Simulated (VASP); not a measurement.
# HgMo3 (P6_3/mmc) in VASP: notebook, part 2 of 2

VASP 6.6.1. The steps go on from the part before.

### 3 Relaxation of cell and atoms, PBE

This run uses another cell than the first one, of 17.56 Å³/atom.

INCAR

```
PREC     = Accurate       # precision mode
ENCUT    = 600            # plane-wave cutoff, eV
EDIFF    = 1E-7           # SCF threshold, eV
ISMEAR   = 0              # smearing method
SIGMA    = 0.1            # smearing width, eV
LREAL    = F              # projectors in reciprocal space
LASPH    = T              # aspherical terms in the spheres
NELM     = 80             # most SCF steps
ALGO     = Fast           # electronic algorithm
ISIF     = 3              # what is computed and relaxed
LWAVE    = F              # write WAVECAR
LCHARG   = F              # write CHGCAR
GGA      = PE             # functional
IBRION   = 2              # ionic algorithm
NSW      = 90             # ionic steps
EDIFFG   = -0.04          # ionic threshold
```

KPOINTS

```
Automatic mesh
0
Gamma
  3 3 4
```

POSCAR

```
HgMo3
1.0
    5.8685209308      0.0000000000      0.0000000000
   -2.9342604654      5.0822882087      0.0000000000
    0.0000000000      0.0000000000      4.7103935147
Hg Mo
2 6
Direct
    0.3333333333      0.6666666667      0.2500000000
    0.6666666667      0.3333333333      0.7500000000
    0.8330000000      0.6660000000      0.2500000000
    0.1670000000      0.8330000000      0.7500000000
    0.3340000000      0.1670000000      0.2500000000
    0.1670000000      0.3340000000      0.7500000000
    0.8330000000      0.1670000000      0.2500000000
    0.6660000000      0.8330000000      0.7500000000
```

Potentials or basis: VASP PAW PBE potentials, release 64 (Hg, Mo_sv).

Command:

```sh
> cat potpaw_PBE.64/Hg/POTCAR potpaw_PBE.64/Mo_sv/POTCAR > POTCAR
> mpirun -np 1 vasp_std > vasp.out
```

OUTCAR:

```text
PREC = Accurate
   ENCUT = 600
   EDIFF = 1E-7
   ISMEAR = 0
   LREAL = F
   LASPH = T
   NELM = 80
   ISIF = 3
   GGA = PE
   IBRION = 2
   NSW = 90
   EDIFFG = -0.04

 ion  position               nearest neighbor table
   1  0.333  0.667  0.250-   4 2.90   4 2.90   6 2.90   6 2.90   8 2.90   8 2.90   5 2.93   3 2.93
                             7 2.93   7 2.93   5 2.93   3 2.93
   2  0.667  0.333  0.750-   7 2.90   7 2.90   3 2.90   3 2.90   5 2.90   5 2.90   8 2.93   6 2.93
                             4 2.93   4 2.93   8 2.93   6 2.93
   3  0.833  0.666  0.250-   2 2.90   2 2.90   8 2.90   4 2.90   4 2.90   8 2.90   5 2.93   7 2.93
                             1 2.93   1 2.93   7 2.94   5 2.94
   4  0.167  0.833  0.750-   1 2.90   1 2.90   5 2.90   5 2.90   3 2.90   3 2.90   6 2.93   8 2.93
                             2 2.93   2 2.93   6 2.94   8 2.94
   5  0.334  0.167  0.250-   2 2.90   2 2.90   4 2.90   4 2.90   6 2.90   6 2.90   3 2.93   7 2.93
                             1 2.93   1 2.93   3 2.94   7 2.94
   6  0.167  0.334  0.750-   1 2.90   1 2.90   7 2.90   5 2.90   5 2.90   7 2.90   8 2.93   4 2.93
                             2 2.93   2 2.93   4 2.94   8 2.94
[... 927 lines left out ...]

 number of electron     108.0000007 magnetization

------------------------ aborting loop because EDIFF is reached ----------------------------------------
[... 79 lines left out ...]
--------------------------------------- Ionic step       11  -------------------------------------------

 number of electron     108.0000007 magnetization

 Free energy of the ion-electron system (eV)
  ---------------------------------------------------
  ext. energy  EPLUGINS =         0.00000000
  ---------------------------------------------------
  free energy    TOTEN  =       -63.43552364 eV

  energy without entropy =      -63.39228317  energy(sigma->0) =      -63.41390341

 E-fermi :   9.7206     XC(G=0): -12.8730

 val. band max:        9.6928478744   @ k =   0.3333   0.0000   0.2500
 cond. band min:       9.7297959190   @ k =   0.3333   0.0000   0.2500
 fundamental gap:      0.0369480446
 Fermi energy:         9.7206137414

 k-point     1 :       0.0000    0.0000    0.0000
  band No.  band energies     occupation
      1     -51.1060      2.00000
      2     -50.9277      2.00000
      3     -50.9277      2.00000
      4     -50.9206      2.00000
      5     -50.8367      2.00000
      6     -50.8367      2.00000
[... 627 lines left out ...]
  FREE ENERGIE OF THE ION-ELECTRON SYSTEM (eV)
  ---------------------------------------------------
  free  energy   TOTEN  =       -63.4355236411 eV

  energy  without entropy=      -63.3922831718  energy(sigma->0) =      -63.41390341

 reached required accuracy - stopping structural energy minimisation
```

OSZICAR:

```text
N       E                     dE             d eps       ncg     rms          rms(c)
DAV:   1     0.143406947780E+04    0.14341E+04   -0.70503E+04  1152   0.196E+03
DAV:   2    -0.797793338032E+00   -0.14349E+04   -0.14015E+04  1232   0.573E+02
DAV:   3    -0.654020654288E+02   -0.64604E+02   -0.62080E+02  1472   0.118E+02
[... 154 lines left out ...]
RMM:   3    -0.634355037636E+02    0.10404E-03   -0.82722E-04  1182   0.138E-01    0.179E-02
RMM:   4    -0.634355206313E+02   -0.16868E-04   -0.20193E-04  1316   0.537E-02    0.115E-02
RMM:   5    -0.634355230746E+02   -0.24433E-05   -0.27908E-05  1332   0.209E-02    0.600E-03
RMM:   6    -0.634355235222E+02   -0.44762E-06   -0.61227E-06  1267   0.972E-03    0.161E-03
RMM:   7    -0.634355236350E+02   -0.11280E-06   -0.17177E-06  1058   0.466E-03    0.802E-04
RMM:   8    -0.634355236411E+02   -0.61282E-08   -0.42812E-07   732   0.209E-03
  11 F= -.63435524E+02 E0= -.63413903E+02  d E =-.407550E-03
```

CONTCAR:

```text
HgMo3
   1.00000000000000
     5.7992263593055515   -0.0000000000000000    0.0000000000000000
    -2.8996131796527758    5.0222773494420148    0.0000000000000000
     0.0000000000000000   -0.0000000000000000    4.6392188816682980
  Hg              Mo
     2     6
Direct
     0.3333333332999970    0.6666666667000030    0.2500000000000000
     0.6666666667000030    0.3333333332999970    0.7500000000000000
     0.8476072625476730    0.6952145250953458    0.2500000000000000
     0.1523927374523291    0.8476072625476730    0.7500000000000000
     0.3047854749046561    0.1523927374523270    0.2500000000000000
     0.1523927374523270    0.3047854749046541    0.7500000000000000
     0.8476072625476708    0.1523927374523270    0.2500000000000000
     0.6952145250953440    0.8476072625476730    0.7500000000000000

  0.00000000E+00  0.00000000E+00  0.00000000E+00
  0.00000000E+00  0.00000000E+00  0.00000000E+00
  0.00000000E+00  0.00000000E+00  0.00000000E+00
  0.00000000E+00  0.00000000E+00  0.00000000E+00
  0.00000000E+00  0.00000000E+00  0.00000000E+00
  0.00000000E+00  0.00000000E+00  0.00000000E+00
  0.00000000E+00  0.00000000E+00  0.00000000E+00
  0.00000000E+00  0.00000000E+00  0.00000000E+00
```

Run time: 19 min. Hardware: 1 thread of AMD EPYC 7R13 (Zen 3), shared host; peak memory 0.31 GiB.

Results:

```yaml
Free_energy: -63.4355 eV
Relaxed_volume: 16.89 Å³/atom
Relaxed_cell: a = 5.799 Å, b = 5.799 Å, c = 4.639 Å, α = 90.00°, β = 90.00°, γ = 120.00°
Space_group_after_relaxing_to_0.1_Å: P6_3/mmc (No. 194)
Energy_gained_by_relaxing: 146.9 meV/atom
Ionic_steps: 11
Pressure_after_relaxing: 0.1 GPa
Largest_force_after_relaxing: 0.011 eV/Å
Band_gap_on_the_k_mesh: zero (bands 54 and 55 overlap by 0.76 eV)
```

Forces on the atoms (eV/Å):
```
Hg   0.000  0.000  0.000
Hg   0.000  0.000  0.000
Mo   0.000  0.011  0.000
Mo  -0.010  0.005  0.000
Mo  -0.010 -0.005  0.000
Mo   0.000 -0.011  0.000
Mo   0.010 -0.005  0.000
Mo   0.010  0.005  0.000
```

The path:
| step | energy change (eV) | largest force (eV/Å) | pressure (GPa) | volume (Å³) |
| --- | --- | --- | --- | --- |
| 1 | 0.0000 | 1.6954 | -10.72 | 140.49 |
| 2 | 0.5237 | 0.2362 | 34.48 | 117.87 |
| 3 | -0.6060 | 1.4629 | 4.48 | 130.01 |
| 4 | -1.0483 | 0.1509 | 3.54 | 131.99 |
| 5 | -1.0493 | 0.0771 | 3.62 | 132.08 |
| 6 | -1.1002 | 0.3053 | -5.63 | 138.93 |
| 7 | -1.1377 | 0.2021 | -2.24 | 136.14 |
| 8 | -1.1690 | 0.0073 | 1.02 | 134.70 |
| 9 | -1.1749 | 0.0513 | 0.05 | 135.11 |
| 10 | -1.1749 | 0.0542 | -0.01 | 135.13 |
| 11 | -1.1753 | 0.0110 | 0.13 | 135.12 |

Final structure:
```cif
data_structure
_symmetry_space_group_name_H-M 'P 1'
_symmetry_Int_Tables_number 1
_cell_length_a 5.7992
_cell_length_b 5.7992
_cell_length_c 4.6392
_cell_angle_alpha 90.000
_cell_angle_beta 90.000
_cell_angle_gamma 120.000
_cell_volume 135.12
loop_
_atom_site_label
_atom_site_type_symbol
_atom_site_fract_x
_atom_site_fract_y
_atom_site_fract_z
_atom_site_occupancy
Hg1 Hg 0.33333 0.66667 0.25000 1
Hg2 Hg 0.66667 0.33333 0.75000 1
Mo1 Mo 0.84761 0.69521 0.25000 1
Mo2 Mo 0.15239 0.84761 0.75000 1
Mo3 Mo 0.30479 0.15239 0.25000 1
Mo4 Mo 0.15239 0.30479 0.75000 1
Mo5 Mo 0.84761 0.15239 0.25000 1
Mo6 Mo 0.69521 0.84761 0.75000 1
```

Caveat: the k points lie up to 0.42 Å⁻¹ apart in the final cell, too coarse for converged energies and pressures of a metal; spin-orbit coupling is left out, which moves the levels of the heavy elements.

The gap in the log of VASP goes by the Fermi energy; the results here count the filled bands.